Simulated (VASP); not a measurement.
A run of VASP 6.6.1:

File INCAR:

```
PREC = Accurate
ENCUT = 910
EDIFF = 1E-6
ISMEAR = 0
SIGMA = 0.1
LREAL = F
LASPH = T
NELM = 120
ALGO = Normal
ISIF = 2
LWAVE = F
LCHARG = F
GGA = CA
NBANDS = 16
GGA_COMPAT = F
```

KPOINTS

```
regular mesh
0
Gamma
  9 9 6
```

The input POSCAR:

```
BN
1.0
    2.5218352337      0.0000000000      0.0000000000
   -1.2609176169      2.1839733766      0.0000000000
    0.0000000000      0.0000000000      4.1741646933
B N
2 2
Direct
    0.6666666667      0.3333333333      0.9996937311
    0.3333333333      0.6666666667      0.4996937311
    0.6666666667      0.3333333333      0.6253062689
    0.3333333333      0.6666666667      0.1253062689
```

Potentials or basis: VASP PAW LDA potentials, release 64 (B_h, N_h).

Command:

```bash
$ cat potpaw_LDA.64/B_h/POTCAR potpaw_LDA.64/N_h/POTCAR > POTCAR
$ mpirun -np 1 vasp_std > vasp.out
```

Hardware: 1 thread of Intel(R) Xeon(R) 6975P-C (Granite Rapids), with other jobs on the host.

Question: Estimate the wall time of this run.

Answer: It took 16 s on 1 thread of Intel(R) Xeon(R) 6975P-C (Granite Rapids), with other jobs on the host, peak memory 0.16 GiB. Counts: scf iterations 12, k points 48.
